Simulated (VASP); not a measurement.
# Ni (Fm-3m) in VASP: further runs

The runs below take Ni through single point, with LDA.

All numbers are computed with VASP 6.6.1; they aren't measurements. Logs are shortened: lines on timing, memory, paths and dates and some standing lists are left out, and cuts for length are marked.

## 1. The cell of the first run

The structure is cubic, space group Fm-3m (No. 225). Conventional cell: a = 3.402 Å, b = 3.402 Å, c = 3.402 Å, α = 90.00°, β = 90.00°, γ = 90.00°. Ni (site symmetry m-3m) has 12 Ni at 2.41 Å within 3.2 Å.

## 2. Single point, LDA, collinear spin, ferromagnetic start (9.85 Å³/atom)

Input file INCAR:

```
SYSTEM = Ni
PREC = Accurate
ENCUT = 520
EDIFF = 1E-6
ISMEAR = 0
SIGMA = 0.05
LREAL = .FALSE.
LASPH = .TRUE.
NELM = 150
ALGO = Normal
ISIF = 2
LWAVE = .FALSE.
LCHARG = .TRUE.
ISPIN = 2
MAGMOM = 0.74
LORBIT = 11
LMAXMIX = 4
GGA = CA
LELF = .TRUE.
LVHAR = .TRUE.
NBANDS = 15
```

Input file KPOINTS:

```
regular mesh
0
G
  22 22 22
  0 0 0
```

Input file POSCAR:

```
Ni
1.0
    0.0000000000      1.7011295389      1.7011295389
    1.7011295389      0.0000000000      1.7011295389
    1.7011295389      1.7011295389      0.0000000000
Ni
1
Direct
    0.0000000000      0.0000000000      0.0000000000
```

Potentials or basis: VASP PAW LDA potentials, release 64 (Ni).

Started as:

```bash
> cat potpaw_LDA.64/Ni/POTCAR > POTCAR
> mpirun -np 1 vasp_std > vasp.out
```

OUTCAR:

```text
SYSTEM = Ni
   PREC = Accurate
   ENCUT = 520
   EDIFF = 1E-6
   ISMEAR = 0
   LREAL = .FALSE.
   LASPH = .TRUE.
   NELM = 150
   ISIF = 2
   ISPIN = 2
   LORBIT = 11
   GGA = CA

 ion  position               nearest neighbor table
   1  0.000  0.000  0.000-

  LATTYP: Found a face centered cubic cell.
 ALAT       =     3.4022590778

  Lattice vectors:

 A1 = (   0.0000000000,   1.7011295389,   1.7011295389)
 A2 = (   1.7011295389,   0.0000000000,   1.7011295389)
 A3 = (   1.7011295389,   1.7011295389,   0.0000000000)

Analysis of symmetry for initial positions (statically):
=====================================================================
 Subroutine PRICEL returns:
 Original cell was already a primitive cell.

 Routine SETGRP: Setting up the symmetry group for a
 face centered cubic supercell.

 Subroutine GETGRP returns: Found 48 space group operations
 (whereof 48 operations were pure point group operations)
 out of a pool of 48 trial point group operations.

The static configuration has the point symmetry O_h .

Analysis of symmetry for dynamics (positions and initial velocities):
=====================================================================
 Subroutine PRICEL returns:
 Original cell was already a primitive cell.

 Routine SETGRP: Setting up the symmetry group for a
 face centered cubic supercell.

 Subroutine GETGRP returns: Found 48 space group operations
 (whereof 48 operations were pure point group operations)
 out of a pool of 48 trial point group operations.

The dynamic configuration has the point symmetry O_h .

Analysis of structural, dynamic, and magnetic symmetry:
=====================================================================
 Subroutine PRICEL returns:
 Original cell was already a primitive cell.

 Routine SETGRP: Setting up the symmetry group for a
 face centered cubic supercell.

 Subroutine GETGRP returns: Found 48 space group operations
 (whereof 48 operations were pure point group operations)
 out of a pool of 48 trial point group operations.

The overall configuration has the point symmetry O_h .

 Subroutine INISYM returns: Found 48 space group operations
 (whereof 48 operations are pure point group operations),
 and found     1 'primitive' translations

----------------------------------------------------------------------------------------

                                     Primitive cell

  volume of cell :       9.8456

  direct lattice vectors                    reciprocal lattice vectors
     0.000000000  1.701129539  1.701129539    -0.293922355  0.293922355  0.293922355
     1.701129539  0.000000000  1.701129539     0.293922355 -0.293922355  0.293922355
     1.701129539  1.701129539  0.000000000     0.293922355  0.293922355 -0.293922355

  length of vectors
     2.405760465  2.405760465  2.405760465     0.509088452  0.509088452  0.509088452

[... 126 lines left out ...]

  energy without entropy =       -6.57416634  energy(sigma->0) =       -6.57532834

 E-fermi :  10.5369     XC(G=0): -14.2145

 val. band max:       10.5333113645   @ k =   0.4091   0.0000   0.0000
 cond. band min:      10.5371977287   @ k =  -0.4545   0.3636   0.1364
 fundamental gap:      0.0038863642
 Fermi energy:        10.5369282468

 spin component 1

 k-point     1 :       0.0000    0.0000    0.0000
  band No.  band energies     occupation
      1       0.8327      1.00000
      2       7.9313      1.00000
      3       7.9313      1.00000
      4       7.9313      1.00000
      5       9.2651      1.00000
      6       9.2651      1.00000
      7      35.1405      0.00000
      8      39.7018      0.00000
      9      39.7018      0.00000
     10      39.7018      0.00000
     11      43.0566      0.00000
     12      43.0566      0.00000
     13      43.0566      0.00000
     14      45.9474      0.00000
[... 403 lines left out ...]
      4       9.3599      1.00000
      5      10.0285      1.00000
      6      10.7290      0.00000
      7      17.2697      0.00000
      8      33.2397      0.00000
      9      35.9024      0.00000
     10      36.6058      0.00000
     11      40.3112      0.00000
     12      41.0142      0.00000
     13      47.2416      0.00000
     14      56.0881      0.00000
     15      58.5181      0.00000

 [... further k-points ...]

 spin component 2

 k-point     1 :       0.0000    0.0000    0.0000
  band No.  band energies     occupation
      1       0.8745      1.00000
      2       8.5000      1.00000
      3       8.5000      1.00000
      4       8.5000      1.00000
      5       9.7835      1.00000
      6       9.7835      1.00000
      7      35.1297      0.00000
      8      39.7424      0.00000
      9      39.7424      0.00000
     10      39.7424      0.00000
     11      43.2168      0.00000
     12      43.2168      0.00000
     13      43.2168      0.00000
     14      45.9307      0.00000
[... 403 lines left out ...]
      4       9.6246      1.00000
      5      10.6312      0.00384
      6      11.1251      0.00000
      7      17.6146      0.00000
      8      33.2456      0.00000
      9      36.0053      0.00000
     10      36.7182      0.00000
     11      40.4330      0.00000
     12      41.1237      0.00000
     13      47.4319      0.00000
     14      57.2864      0.00000
     15      58.6354      0.00000

 [... further k-points ...]

------------------------ aborting loop because EDIFF is reached ----------------------------------------

  FORCE on cell =-STRESS in cart. coord.  units (eV):
  Direction    XX          YY          ZZ          XY          YZ          ZX
  --------------------------------------------------------------------------------------
  -------------------------------------------------------------------------------------
  Total        0.2744689      0.2744689      0.2744689     -0.0000000     -0.0000000      0.0000000
  in kB       44.6644127     44.6644127     44.6644127     -0.0000000     -0.0000000      0.0000000
  external PRESSURE =      44.6644127 kB  Pullay stress =       0.0000000 kB

 VOLUME and BASIS-vectors are now :
 -----------------------------------------------------------------------------
  energy-cutoff  :      520.00
  volume of cell :        9.85
      direct lattice vectors                 reciprocal lattice vectors
     0.000000000  1.701129539  1.701129539    -0.293922355  0.293922355  0.293922355
     1.701129539  0.000000000  1.701129539     0.293922355 -0.293922355  0.293922355
     1.701129539  1.701129539  0.000000000     0.293922355  0.293922355 -0.293922355

 POSITION                                       TOTAL-FORCE (eV/Angst)
 -----------------------------------------------------------------------------------
      0.00000      0.00000      0.00000        -0.000000     -0.000000     -0.000000
 -----------------------------------------------------------------------------------
    total drift:                                0.000000      0.000000     -0.000000

  FREE ENERGIE OF THE ION-ELECTRON SYSTEM (eV)
  ---------------------------------------------------
  free  energy   TOTEN  =        -6.5764903462 eV

  energy  without entropy=       -6.5741663359  energy(sigma->0) =       -6.57532834

 total charge

# of ion       s       p       d       tot
------------------------------------------
    1        0.543   0.591   8.381   9.515

 magnetization (x)

# of ion       s       p       d       tot
------------------------------------------
    1       -0.005  -0.019   0.576   0.551
```

OSZICAR:

```text
N       E                     dE             d eps       ncg     rms          rms(c)
DAV:   1     0.319880721468E+02    0.31988E+02   -0.41660E+03 21002   0.882E+02
DAV:   2    -0.628270819886E+01   -0.38271E+02   -0.35622E+02 22123   0.166E+02
DAV:   3    -0.768720027285E+01   -0.14045E+01   -0.13896E+01 24244   0.310E+01
DAV:   4    -0.769447487165E+01   -0.72746E-02   -0.72734E-02 24414   0.213E+00
DAV:   5    -0.769453950852E+01   -0.64637E-04   -0.64637E-04 24839   0.180E-01    0.113E+01
DAV:   6    -0.686423971236E+01    0.83030E+00   -0.12556E+01 28548   0.405E+01    0.543E+00
DAV:   7    -0.660117030807E+01    0.26307E+00   -0.18985E+00 24983   0.143E+01    0.222E+00
DAV:   8    -0.657947422017E+01    0.21696E-01   -0.24862E-02 26979   0.107E+00    0.920E-01
DAV:   9    -0.657708975444E+01    0.23845E-02   -0.11869E-03 32266   0.199E-01    0.265E-01
DAV:  10    -0.657651446940E+01    0.57529E-03   -0.37104E-04 32650   0.976E-02    0.470E-02
DAV:  11    -0.657649030887E+01    0.24161E-04   -0.45684E-05 28561   0.532E-02    0.170E-02
DAV:  12    -0.657649034622E+01   -0.37345E-07   -0.30202E-06 21717   0.107E-02
   1 F= -.65764903E+01 E0= -.65753283E+01  d E =-.232401E-02  mag=     0.5517
```

stdout:

```text
POSCAR found type information on POSCAR Ni
 POSCAR found :  1 types and       1 ions
 scaLAPACK will be used
 LDA part: xc-table for (Slater(with rela. corr.)+CA(PZ))
 , standard interpolation
 POSCAR, INCAR and KPOINTS ok, starting setup
 FFT: planning ... GRIDC
 FFT: planning ... GRID_SOFT
 FFT: planning ... GRID
 WAVECAR not read
 entering main loop
```

Wall time 58 s (1 thread of Intel Xeon Platinum 8488C (Sapphire Rapids), shared host); peak memory 0.18 GiB.

What came out:

| Quantity | Value |
| --- | --- |
| Free energy | -6.5765 eV |
| Pressure | 4.5 GPa |
| Net moment | 0.55 μB per cell |
| Site moments | Ni +0.55 μB |
| Valence electrons inside the program's atomic spheres | Ni 9.52 |

Caveat: the cell stands under pressure.

[end of part 1 of 2]
